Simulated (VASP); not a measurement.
# P (P4/mmm) in VASP: a series of runs

The runs below take P through single point, with PBEsol+D3(BJ).

Program: VASP 6.6.1. These are calculated values, not measurements. Logs are shortened: lines on timing, memory, paths and dates and some standing lists are left out, and cuts for length are marked.

### Step 1. The cell of the first run

Symmetry: P4/mmm, No. 123, tetragonal system. Conventional cell: a = 2.423 Å, b = 2.423 Å, c = 2.326 Å, α = 90.00°, β = 90.00°, γ = 90.00°. Within 3.1 Å of P (site symmetry 4/mmm) lie 6 P at 2.33 to 2.42 Å.

### Step 2. Single point, PBEsol+D3(BJ)

Input file INCAR:

```
SYSTEM = P
PREC = Accurate
ENCUT = 520
EDIFF = 1E-6
ISMEAR = 0
SIGMA = 0.15
LREAL = .False.
LASPH = .True.
NELM = 60
ALGO = Normal
ISIF = 2
LWAVE = .False.
LCHARG = .False.
GGA = PS
IVDW = 12
NBANDS = 8
```

Input file KPOINTS:

```
regular mesh
0
Gamma
  28 28 28
  0 0 0
```

Input file POSCAR:

```
P
1.0
    2.4232312111      0.0000000000      0.0000000000
    0.0000000000      2.4232312111      0.0000000000
    0.0000000000      0.0000000000      2.3264650538
P
1
Direct
    0.0000000000      0.0000000000      0.0000000000
```

Potentials or basis: VASP PAW PBE potentials, release 64 (P).

Started as:

```console
$ cat potpaw_PBE.64/P/POTCAR > POTCAR
$ mpirun -np 1 vasp_std > vasp.out
```

OUTCAR:

```text
SYSTEM = P
   PREC = Accurate
   ENCUT = 520
   EDIFF = 1E-6
   ISMEAR = 0
   LREAL = .False.
   LASPH = .True.
   NELM = 60
   ISIF = 2
   GGA = PS
   IVDW = 12
 IVDW          = 12

 ion  position               nearest neighbor table
   1  0.000  0.000  0.000-

  LATTYP: Found a simple tetragonal cell.
 ALAT       =     2.4232312111
 C/A-ratio  =     0.9600673032

  Lattice vectors:

 A1 = (   2.4232312111,   0.0000000000,   0.0000000000)
 A2 = (   0.0000000000,   2.4232312111,   0.0000000000)
 A3 = (   0.0000000000,   0.0000000000,   2.3264650538)

Analysis of symmetry for initial positions (statically):
=====================================================================
 Subroutine PRICEL returns:
 Original cell was already a primitive cell.

 Routine SETGRP: Setting up the symmetry group for a
 simple tetragonal supercell.

 Subroutine GETGRP returns: Found 16 space group operations
 (whereof 16 operations were pure point group operations)
 out of a pool of 16 trial point group operations.

The static configuration has the point symmetry D_4h.

Analysis of symmetry for dynamics (positions and initial velocities):
=====================================================================
 Subroutine PRICEL returns:
 Original cell was already a primitive cell.

 Routine SETGRP: Setting up the symmetry group for a
 simple tetragonal supercell.

 Subroutine GETGRP returns: Found 16 space group operations
 (whereof 16 operations were pure point group operations)
 out of a pool of 16 trial point group operations.

The dynamic configuration has the point symmetry D_4h.

 Subroutine INISYM returns: Found 16 space group operations
 (whereof 16 operations are pure point group operations),
 and found     1 'primitive' translations

----------------------------------------------------------------------------------------

                                     Primitive cell

  volume of cell :      13.6611

  direct lattice vectors                    reciprocal lattice vectors
     2.423231211  0.000000000  0.000000000     0.412672136  0.000000000  0.000000000
     0.000000000  2.423231211  0.000000000     0.000000000  0.412672136  0.000000000
     0.000000000  0.000000000  2.326465054     0.000000000  0.000000000  0.429836674

  length of vectors
     2.423231211  2.423231211  2.326465054     0.412672136  0.412672136  0.429836674
[... 78 lines left out ...]
   NELM   =     60;   NELMIN=  2; NELMDL= -5     # of ELM steps
   EDIFF  = 0.1E-05   stopping-criterion for ELM
   LREAL  =      F    real-space projection
   EDIFFG = 0.1E-04   stopping-criterion for IOM
   NSW    =      0    number of steps for IOM
   IBRION =     -1    ionic relax: 0-MD 1-quasi-New 2-CG
   NFREE  =      0    steps in history (QN), initial steepest desc. (CG)
   ISIF   =      2    stress and relaxation
   ISYM   =      2    0-nonsym 1-usesym 2-fastsym
   POTIM  = 0.5000    time-step for ionic-motion
   TEBEG  =    0.0;   TEEND  =   0.0 temperature during run
   PSTRESS=    0.0 pullay stress
   NELECT =       5.0000    total number of electrons
   NUPDOWN=      -1.0000    fix difference up-down
   EMIN   =  10.00;   EMAX   =-10.00  energy-range for DOS
   EFERMI =   0.00;   METHOD = LEGACY
   ISMEAR =     0;   SIGMA  =   0.15  broadening in eV -4-tet -1-fermi 0-gaus
   EFERMI_NEDOS =   21; number of points for ismear=-14 and -15
   IALGO  =     38    algorithm
   IMIX   =      4    mixing-type and parameters
     AMIX     =   0.40;   BMIX     =  1.00
     AMIX_MAG =   1.60;   BMIX_MAG =  1.00
  volume/ion in A,a.u.               =      13.66        92.19
  Fermi-wavevector in a.u.,A,eV,Ry     =   1.171034  2.212933 18.657942  1.371320
  Thomas-Fermi vector in A             =   2.307484
   LORBIT       =      0    0 simple, 1 ext, 2 COOP (PROOUT), +10 PAW based schemes
   GGA     = PS    functional components
   LHFCALC =     F    Hartree Fock is set to
   AEXX    =    0.0000 exact exchange contribution
   IVDW    =    12    specifies the selected vdW correction
   LEPSILON=     F    determine dielectric tensor
   LRPA    =     F    only Hartree local field effects (RPA)
 non-spin polarized calculation
 Gauss-broadening in eV      SIGMA  =   0.15
  energy-cutoff  :      520.00
  volume of cell :       13.66
 maximum number of plane-waves:       384
   NGX =  9   NGY =  9   NGZ =  9

 number of electron       4.9999999 magnetization

 Free energy of the ion-electron system (eV)
  ---------------------------------------------------
  ext. energy  EPLUGINS =         0.00000000
  ---------------------------------------------------
  free energy    TOTEN  =        -5.75032350 eV

  energy without entropy =       -5.74675243  energy(sigma->0) =       -5.74853796

 E-fermi :  10.5775     XC(G=0): -11.6529

 val. band max:       10.5745825237   @ k =   0.1429   0.1429   0.0357
 cond. band min:      10.5805864223   @ k =   0.1429   0.1071   0.1786
 fundamental gap:      0.0060038986
 Fermi energy:        10.5775253136

 k-point     1 :       0.0000    0.0000    0.0000
  band No.  band energies     occupation
      1      -6.6687      2.00000
      2      15.2787      0.00000
      3      15.2787      0.00000
      4      17.0011      0.00000
      5      17.1376      0.00000
      6      17.4453      0.00000
      7      25.4890      0.00000
      8      35.0549      0.00000
[... 243 lines left out ...]
 k-point    24 :       0.3214    0.0357    0.0000
  band No.  band energies     occupation
      1      -4.3199      2.00000
      2       4.7670      2.00000
      3      16.3764      0.00000
      4      18.8808      0.00000
      5      19.5367      0.00000
      6      25.0844      0.00000
      7      26.9080      0.00000
      8      28.8211      0.00000

 [... further k-points ...]

------------------------ aborting loop because EDIFF is reached ----------------------------------------

 Edisp (eV)   -0.41503

 E8    (eV) :    -0.2463

  FORCE on cell =-STRESS in cart. coord.  units (eV):
  Direction    XX          YY          ZZ          XY          YZ          ZX
  --------------------------------------------------------------------------------------
  -------------------------------------------------------------------------------------
  Total      -0.32225    -0.32225     0.85036     0.00000     0.00000    -0.00000
  in kB     -37.79320   -37.79320    99.73000     0.00000     0.00000    -0.00000
  external pressure =        8.05 kB  Pullay stress =        0.00 kB

 VOLUME and BASIS-vectors are now :
 -----------------------------------------------------------------------------
  energy-cutoff  :      520.00
  volume of cell :       13.66
      direct lattice vectors                 reciprocal lattice vectors
     2.423231211  0.000000000  0.000000000     0.412672136  0.000000000  0.000000000
     0.000000000  2.423231211  0.000000000     0.000000000  0.412672136  0.000000000
     0.000000000  0.000000000  2.326465054     0.000000000  0.000000000  0.429836674

 POSITION                                       TOTAL-FORCE (eV/Angst)
 -----------------------------------------------------------------------------------
      0.00000      0.00000      0.00000         0.000000      0.000000      0.000000
 -----------------------------------------------------------------------------------
    total drift:                                0.000000      0.000000     -0.000000

  FREE ENERGIE OF THE ION-ELECTRON SYSTEM (eV)
  ---------------------------------------------------
  free  energy   TOTEN  =        -6.1653546126 eV

  energy  without entropy=       -6.1617835489  energy(sigma->0) =       -6.16356908
```

stdout:

```text
POSCAR found type information on POSCAR P
 POSCAR found :  1 types and       1 ions
 scaLAPACK will be used
 -----------------------------------------------------------------------------
|                                                                             |
|                                                                             |
|     You enforced a specific xc type in the INCAR file but a different       |
|     I HOPE YOU KNOW WHAT YOU ARE DOING!                                     |
|                                                                             |
 -----------------------------------------------------------------------------

 LDA part: xc-table for (Slater+PW92), standard interpolation
 POSCAR, INCAR and KPOINTS ok, starting setup
 FFT: planning ... GRIDC
 FFT: planning ... GRID_SOFT
 FFT: planning ... GRID
 WAVECAR not read
 entering main loop
```

It took 44 s on 1 thread of Intel Xeon 6975P-C (Granite Rapids), shared host; peak memory 0.26 GiB.

Results:

- Free energy: -6.1654 eV
- Pressure: 0.8 GPa
- Dispersion energy per atom: -0.415 eV

Levels at points of the mesh, in eV from the Fermi level:
```
           k point  band 1  band 2  band 3  band 4  band 5  band 6  band 7
(0.00, 0.00, 0.00)  -17.25    4.70    4.70    6.42    6.56    6.87   14.91
(0.50, 0.00, 0.00)  -12.84   -9.32    7.62    9.31    9.45   14.09   15.76
(0.50, 0.50, 0.00)   -8.09   -5.81   -5.81    0.37   12.13   17.93   18.27
(0.00, 0.00, 0.50)  -11.99   -9.37    8.25    8.25    9.60   13.94   13.94
(0.50, 0.00, 0.50)   -7.10   -5.96   -5.18    0.46   10.95   16.48   17.23
(0.50, 0.50, 0.50)   -2.86   -1.99   -1.99   -0.91    4.17    4.17    4.78
```

Caveat: the PAW data sets were made with another functional, which shifts forces and pressure a little; pairwise dispersion overbinds metals, which lowers pressure and volume.

### Step 3. Single point, PBEsol+D3(BJ)

This run uses another cell than the first one, of the same volume but with other edges.

INCAR: that of step 2 with these lines changed.

```diff
@@ -8,3 +8,3 @@
 LASPH = .True.
-NELM = 60
+NELM = 80
 ALGO = Normal
```

Input file KPOINTS:

```
Automatic mesh
0
Gamma
  28 28 28
  0 0 0
```

Input file POSCAR:

```
P
1.0
    2.3519179429      0.0000000000      0.0000000000
    0.0000000000      2.3519179429      0.0000000000
    0.0000000000      0.0000000000      2.4696869714
P
1
Direct
    0.0000000000      0.0000000000      0.0000000000
```

Potentials or basis: VASP PAW PBE potentials, release 64 (P).

Started as:

```console
$ cat potpaw_PBE.64/P/POTCAR > POTCAR
$ mpirun -np 1 vasp_std > vasp.out
```

OUTCAR:

```text
SYSTEM = P
   PREC = Accurate
   ENCUT = 520
   EDIFF = 1E-6
   ISMEAR = 0
   LREAL = .False.
   LASPH = .True.
   NELM = 80
   ISIF = 2
   GGA = PS
   IVDW = 12
 IVDW          = 12

 ion  position               nearest neighbor table
   1  0.000  0.000  0.000-

  LATTYP: Found a simple tetragonal cell.
 ALAT       =     2.3519179429
 C/A-ratio  =     1.0500736128

  Lattice vectors:

 A1 = (   2.3519179429,   0.0000000000,   0.0000000000)
 A2 = (   0.0000000000,   2.3519179429,   0.0000000000)
 A3 = (   0.0000000000,   0.0000000000,   2.4696869714)

Analysis of symmetry for initial positions (statically):
=====================================================================
 Subroutine PRICEL returns:
 Original cell was already a primitive cell.

 Routine SETGRP: Setting up the symmetry group for a
 simple tetragonal supercell.

 Subroutine GETGRP returns: Found 16 space group operations
 (whereof 16 operations were pure point group operations)
 out of a pool of 16 trial point group operations.

The static configuration has the point symmetry D_4h.

[... 160 lines left out ...]

 val. band max:       10.5401295908   @ k =   0.4286   0.1071   0.2500
 cond. band min:      10.5541038857   @ k =   0.3571   0.2500   0.0714
 fundamental gap:      0.0139742949
 Fermi energy:        10.5429400249

 k-point     1 :       0.0000    0.0000    0.0000
  band No.  band energies     occupation
      1      -6.6767      2.00000
      2      14.4812      0.00000
      3      16.6087      0.00000
      4      16.6087      0.00000
      5      16.8400      0.00000
      6      17.5754      0.00000
      7      25.5229      0.00000
      8      35.4462      0.00000
[... 243 lines left out ...]
 k-point    24 :       0.3214    0.0357    0.0000
  band No.  band energies     occupation
      1      -4.1137      2.00000
      2       5.1907      2.00000
      3      16.4728      0.00000
      4      17.5805      0.00000
      5      19.6592      0.00000
      6      24.8788      0.00000
      7      26.7165      0.00000
      8      28.1467      0.00000

 [... further k-points ...]

------------------------ aborting loop because EDIFF is reached ----------------------------------------

 Edisp (eV)   -0.41505

 E8    (eV) :    -0.2463

  FORCE on cell =-STRESS in cart. coord.  units (eV):
  Direction    XX          YY          ZZ          XY          YZ          ZX
  --------------------------------------------------------------------------------------
  -------------------------------------------------------------------------------------
  Total       0.43438     0.43438    -0.68456     0.00000    -0.00000     0.00000
  in kB      50.94446    50.94446   -80.28469     0.00000    -0.00000     0.00000
  external pressure =        7.20 kB  Pullay stress =        0.00 kB

 VOLUME and BASIS-vectors are now :
 -----------------------------------------------------------------------------
  energy-cutoff  :      520.00
  volume of cell :       13.66
      direct lattice vectors                 reciprocal lattice vectors
     2.351917943  0.000000000  0.000000000     0.425184902  0.000000000  0.000000000
     0.000000000  2.351917943  0.000000000     0.000000000  0.425184902  0.000000000
     0.000000000  0.000000000  2.469686971     0.000000000  0.000000000  0.404909615

 POSITION                                       TOTAL-FORCE (eV/Angst)
 -----------------------------------------------------------------------------------
      0.00000      0.00000      0.00000         0.000000      0.000000      0.000000
 -----------------------------------------------------------------------------------
    total drift:                                0.000000      0.000000      0.000000

  FREE ENERGIE OF THE ION-ELECTRON SYSTEM (eV)
  ---------------------------------------------------
  free  energy   TOTEN  =        -6.1609642659 eV

  energy  without entropy=       -6.1574383895  energy(sigma->0) =       -6.15920133
```

stdout:

```text
POSCAR found type information on POSCAR P
 POSCAR found :  1 types and       1 ions
 scaLAPACK will be used
 -----------------------------------------------------------------------------
|                                                                             |
|                                                                             |
|     You enforced a specific xc type in the INCAR file but a different       |
|     I HOPE YOU KNOW WHAT YOU ARE DOING!                                     |
|                                                                             |
 -----------------------------------------------------------------------------

 LDA part: xc-table for (Slater+PW92), standard interpolation
 POSCAR, INCAR and KPOINTS ok, starting setup
 FFT: planning ... GRIDC
 FFT: planning ... GRID_SOFT
 FFT: planning ... GRID
 WAVECAR not read
 entering main loop
```

It took 44 s on 1 thread of Intel Xeon 6975P-C (Granite Rapids), shared host; peak memory 0.25 GiB.

What came out:

```
Free energy                : -6.1610 eV
Pressure                   : 0.7 GPa
Dispersion energy per atom : -0.415 eV
```

Levels at points of the mesh, in eV from the Fermi level:
```
           k point  band 1  band 2  band 3  band 4  band 5  band 6  band 7
(0.00, 0.00, 0.00)  -17.22    3.94    6.07    6.07    6.30    7.03   14.98
(0.50, 0.00, 0.00)  -12.20   -9.33    7.33    9.41    9.50   13.29   15.20
(0.50, 0.50, 0.00)   -6.63   -5.44   -5.44    0.52   10.49   16.28   16.28
(0.00, 0.00, 0.50)  -13.17   -9.26    8.69    8.69    9.29   15.41   15.41
(0.50, 0.00, 0.50)   -7.78   -6.17   -5.24    0.44   11.83   17.47   17.95
(0.50, 0.50, 0.50)   -2.59   -2.59   -1.56   -0.87    3.92    4.65    4.65
```

Caveat: the PAW data sets were made with another functional, which shifts forces and pressure a little; pairwise dispersion overbinds metals, which lowers pressure and volume.
